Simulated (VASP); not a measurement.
# ZnS (F-43m) in VASP: single point with PBE

Aim: the single point of ZnS with PBE.

Program: VASP 6.6.1. These are calculated values, not measurements. Logs are shortened: lines on timing, memory, paths and dates and some standing lists are left out, and cuts for length are marked.

**What was measured.**

From “Electronic, vibrational, and thermodynamic properties of ZnS (zincblende and rocksalt structure)”, 2009, arxiv:0911.5022, for a bulk crystal of ZnS at 19 K: band gap 3.85 eV (direct).

The results are compared with them further down.

### Step 1. The cell of the first run

The structure is cubic, space group F-43m (No. 216). The conventional cell has a = 5.404 Å, b = 5.404 Å, c = 5.404 Å, α = 90.00°, β = 90.00°, γ = 90.00°. Within 3.1 Å of Zn (site symmetry -43m) lie 4 S at 2.34 Å. Within 3.1 Å of S (site symmetry -43m) lie 4 Zn at 2.34 Å.

### Step 2. Single point, PBE

INCAR

```
SYSTEM = ZnS
PREC = Accurate
ENCUT = 520
EDIFF = 1E-6
ISMEAR = 0
SIGMA = 0.01
LREAL = .FALSE.
LASPH = .TRUE.
NELM = 80
ALGO = Normal
ISIF = 2
LWAVE = .FALSE.
LCHARG = .FALSE.
GGA = PE
NBANDS = 16
```

KPOINTS

```
Automatic mesh
0
G
  6 6 6
  0 0 0
```

POSCAR

```
ZnS
1.0
    3.8212050000      0.0000000000      0.0000000000
    1.9106025000      3.3092606031      0.0000000000
    1.9106025000      1.1030868677      3.1200008175
Zn S
1 1
Direct
    0.2500000000      0.2500000000      0.2500000000
    0.0000000000      0.0000000000      0.0000000000
```

Potentials or basis: VASP PAW PBE potentials, release 64 (Zn, S).

Launch:

```console
> cat potpaw_PBE.64/Zn/POTCAR potpaw_PBE.64/S/POTCAR > POTCAR
> mpirun -np 1 vasp_std > vasp.out
```

OUTCAR:

```text
SYSTEM = ZnS
   PREC = Accurate
   ENCUT = 520
   EDIFF = 1E-6
   ISMEAR = 0
   LREAL = .FALSE.
   LASPH = .TRUE.
   NELM = 80
   ISIF = 2
   GGA = PE

 ion  position               nearest neighbor table
   1  0.250  0.250  0.250-   2 2.34   2 2.34   2 2.34   2 2.34
   2  0.000  0.000  0.000-   1 2.34   1 2.34   1 2.34   1 2.34

  LATTYP: Found a face centered cubic cell.
 ALAT       =     5.4039999356

  Lattice vectors:

 A1 = (   3.8212050000,   0.0000000000,   0.0000000000)
 A2 = (   1.9106025000,   3.3092606031,   0.0000000000)
 A3 = (   1.9106025000,   1.1030868677,   3.1200008175)

Analysis of symmetry for initial positions (statically):
=====================================================================
 Subroutine PRICEL returns:
 Original cell was already a primitive cell.

 Routine SETGRP: Setting up the symmetry group for a
 face centered cubic supercell.

 Subroutine GETGRP returns: Found 24 space group operations
 (whereof 24 operations were pure point group operations)
 out of a pool of 48 trial point group operations.

The static configuration has the point symmetry T_d .

Analysis of symmetry for dynamics (positions and initial velocities):
=====================================================================
 Subroutine PRICEL returns:
 Original cell was already a primitive cell.

 Routine SETGRP: Setting up the symmetry group for a
 face centered cubic supercell.

 Subroutine GETGRP returns: Found 24 space group operations
 (whereof 24 operations were pure point group operations)
 out of a pool of 48 trial point group operations.

The dynamic configuration has the point symmetry T_d .

 Subroutine INISYM returns: Found 24 space group operations
 (whereof 24 operations are pure point group operations),
 and found     1 'primitive' translations

----------------------------------------------------------------------------------------

                                     Primitive cell

  volume of cell :      39.4535

  direct lattice vectors                    reciprocal lattice vectors
     3.821205000  0.000000000  0.000000000     0.261697554 -0.151091153 -0.106837579
     1.910602500  3.309260603  0.000000000     0.000000000  0.302182306 -0.106837579
     1.910602500  1.103086868  3.120000817     0.000000000  0.000000000  0.320512737

  length of vectors
     3.821205000  3.821205000  3.821205000     0.320512737  0.320512737  0.320512737

[... 70 lines left out ...]
   NELM   =     80;   NELMIN=  2; NELMDL= -5     # of ELM steps
   EDIFF  = 0.1E-05   stopping-criterion for ELM
   LREAL  =      F    real-space projection
   EDIFFG = 0.1E-04   stopping-criterion for IOM
   NSW    =      0    number of steps for IOM
   IBRION =     -1    ionic relax: 0-MD 1-quasi-New 2-CG
   NFREE  =      0    steps in history (QN), initial steepest desc. (CG)
   ISIF   =      2    stress and relaxation
   ISYM   =      2    0-nonsym 1-usesym 2-fastsym
   POTIM  = 0.5000    time-step for ionic-motion
   TEBEG  =    0.0;   TEEND  =   0.0 temperature during run
   PSTRESS=    0.0 pullay stress
   NELECT =      18.0000    total number of electrons
   NUPDOWN=      -1.0000    fix difference up-down
   EMIN   =  10.00;   EMAX   =-10.00  energy-range for DOS
   EFERMI =   0.00;   METHOD = LEGACY
   ISMEAR =     0;   SIGMA  =   0.01  broadening in eV -4-tet -1-fermi 0-gaus
   EFERMI_NEDOS =   21; number of points for ismear=-14 and -15
   IALGO  =     38    algorithm
   IMIX   =      4    mixing-type and parameters
     AMIX     =   0.40;   BMIX     =  1.00
     AMIX_MAG =   1.60;   BMIX_MAG =  1.00
  volume/ion in A,a.u.               =      19.73       133.12
  Fermi-wavevector in a.u.,A,eV,Ry     =   1.260290  2.381602 21.610537  1.588330
  Thomas-Fermi vector in A             =   2.393807
   LORBIT       =      0    0 simple, 1 ext, 2 COOP (PROOUT), +10 PAW based schemes
   GGA     = PE    functional components
   LHFCALC =     F    Hartree Fock is set to
   AEXX    =    0.0000 exact exchange contribution
   IVDW    =     0    specifies the selected vdW correction
   LEPSILON=     F    determine dielectric tensor
   LRPA    =     F    only Hartree local field effects (RPA)
 non-spin polarized calculation
 Gauss-broadening in eV      SIGMA  =   0.01
  energy-cutoff  :      520.00
  volume of cell :       39.45
 maximum number of plane-waves:      1073
   NGX = 15   NGY = 15   NGZ = 15

 number of electron      18.0000000 magnetization

 Free energy of the ion-electron system (eV)
  ---------------------------------------------------
  ext. energy  EPLUGINS =         0.00000000
  ---------------------------------------------------
  free energy    TOTEN  =        -6.84419318 eV

  energy without entropy =       -6.84419318  energy(sigma->0) =       -6.84419318

 E-fermi :   2.1625     XC(G=0):  -9.6293

 val. band max:        2.1092051667   @ k =   0.0000   0.0000   0.0000
 cond. band min:       4.2224123008   @ k =   0.0000   0.0000   0.0000
 fundamental gap:      2.1132071341
 Fermi energy:         2.1625281558

 k-point     1 :       0.0000    0.0000    0.0000
  band No.  band energies     occupation
      1     -11.0309      2.00000
      2      -4.2318      2.00000
      3      -4.2318      2.00000
      4      -4.2318      2.00000
      5      -3.7339      2.00000
      6      -3.7339      2.00000
[... 281 lines left out ...]
      3      -3.9379      2.00000
      4      -3.8501      2.00000
      5      -3.7108      2.00000
      6      -3.3795      2.00000
[... 8 lines left out ...]
     15      16.0175      0.00000
     16      16.9649      0.00000

------------------------ aborting loop because EDIFF is reached ----------------------------------------

  FORCE on cell =-STRESS in cart. coord.  units (eV):
  Direction    XX          YY          ZZ          XY          YZ          ZX
  --------------------------------------------------------------------------------------
  -------------------------------------------------------------------------------------
  Total        0.4367995      0.4367995      0.4367995     -0.0000000      0.0000000      0.0000000
  in kB       17.7380820     17.7380820     17.7380820     -0.0000000      0.0000000      0.0000000
  external PRESSURE =      17.7380820 kB  Pullay stress =       0.0000000 kB

 VOLUME and BASIS-vectors are now :
 -----------------------------------------------------------------------------
  energy-cutoff  :      520.00
  volume of cell :       39.45
      direct lattice vectors                 reciprocal lattice vectors
     3.821205000  0.000000000  0.000000000     0.261697554 -0.151091153 -0.106837579
     1.910602500  3.309260603  0.000000000     0.000000000  0.302182306 -0.106837579
     1.910602500  1.103086868  3.120000817     0.000000000  0.000000000  0.320512737

 POSITION                                       TOTAL-FORCE (eV/Angst)
 -----------------------------------------------------------------------------------
      1.91060      1.10309      0.78000         0.000000     -0.000000     -0.000000
      0.00000      0.00000      0.00000        -0.000000      0.000000      0.000000
 -----------------------------------------------------------------------------------
    total drift:                               -0.000001     -0.000000     -0.000000

  FREE ENERGIE OF THE ION-ELECTRON SYSTEM (eV)
  ---------------------------------------------------
  free  energy   TOTEN  =        -6.8441931828 eV

  energy  without entropy=       -6.8441931828  energy(sigma->0) =       -6.84419318
```

Run time: 20 s. Hardware: 1 thread of Intel Xeon 6975P-C, shared host; peak memory 0.15 GiB.

What came out:

| Quantity | Value |
| --- | --- |
| Free energy | -6.8442 eV |
| Pressure | 1.8 GPa |
| Band gap on the k mesh | 2.11 eV, direct |

### Step 3. How close it comes

Step 2. Measured gap of ZnS: 3.85 eV (direct; 19 K; quoted in “Electronic, vibrational, and thermodynamic properties of ZnS (zincblende and rocksalt structure)”, 2009, arxiv:0911.5022). This calculation gives 2.11 eV (-1.74 eV). The value is that of PBE, without temperature or zero-point motion. Semilocal functionals fall short of measured gaps as a rule.
